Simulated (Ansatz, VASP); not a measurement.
CsPbBr3 in VASP and in Ansatz

The input INCAR:

```
SYSTEM = CsPbBr3
ALGO = Normal
EDIFF = 1E-7
ENCUT = 520
ISIF = 2
ISMEAR = 0
LASPH = .TRUE.
LCHARG = .TRUE.
LELF = .TRUE.
LREAL = .FALSE.
LVHAR = .TRUE.
LWAVE = .FALSE.
NBANDS = 30
NELM = 100
PREC = Accurate
SIGMA = 0.01
```

File KPOINTS:

```
k-points
0
G
  4 4 4
  0 0 0
```

The input POSCAR:

```
CsPbBr3
1.0
    5.9429614561      0.0000000000      0.0000000000
    0.0000000000      5.9429614561      0.0000000000
    0.0000000000      0.0000000000      5.9429614561
Cs Pb Br
1 1 3
Direct
    0.0000000000      0.0000000000      0.0000000000
    0.5000000000      0.5000000000      0.5000000000
    0.5000000000      0.5000000000      0.0000000000
    0.5000000000      0.0000000000      0.5000000000
    0.0000000000      0.5000000000      0.5000000000
```

Input for Ansatz:

```yaml
crystal:
  lattice:
    - [5.9429614561, 0.0, 0.0]
    - [0.0, 5.9429614561, 0.0]
    - [0.0, 0.0, 5.9429614561]
  atoms:
    - { symbol: Cs, position: [0.0, 0.0, 0.0] }
    - { symbol: Pb, position: [0.5, 0.5, 0.5] }
    - { symbol: Br, position: [0.5, 0.5, 0.0] }
    - { symbol: Br, position: [0.5, 0.0, 0.5] }
    - { symbol: Br, position: [0.0, 0.5, 0.5] }
kpoints:
  mp_grid: { grid: [4, 4, 4] }
  band_path:
    path: [[0.0, 0.0, 0.0], [0.0, 0.5, 0.0], [0.5, 0.5, 0.0], [0.5, 0.5, 0.5]]
    npoints: 1
hamiltonian:
  xc: lda
scf:
  occupations: { method: fixed }
  n_extra_bands: 5
output:
  forces: true
  stress: true
  eigenvalues: true
  write_density: true
  write_potential: true
  elf: true
  volumetric_format: npy
```

Alike in both runs: task single point; functional LDA; k mesh 4 × 4 × 4; no spin polarisation.

```csv
,VASP,Ansatz
version,VASP 6.6.1,Ansatz 0.2.0
potentials or method,"VASP PAW LDA potentials, release 64 (Cs_sv, Pb_d, Br)","plane waves, PAW"
plane-wave cutoff (eV),520,420
occupations,"gaussian, width 0.01 eV",fixed
valence electrons in the cell,44,44
```

|  | VASP | Ansatz | Ansatz less VASP |
| --- | --- | --- | --- |
| gap on the k mesh at the Fermi level (eV) | 1.49 | 1.52 | +0.026 |
| pressure (GPa) | -1.7 | -1.7 | -0.04 |

LDA's correlation is that of Perdew and Zunger in VASP and of Perdew and Wang (1992) in Ansatz.

Neither program's run includes spin-orbit coupling.
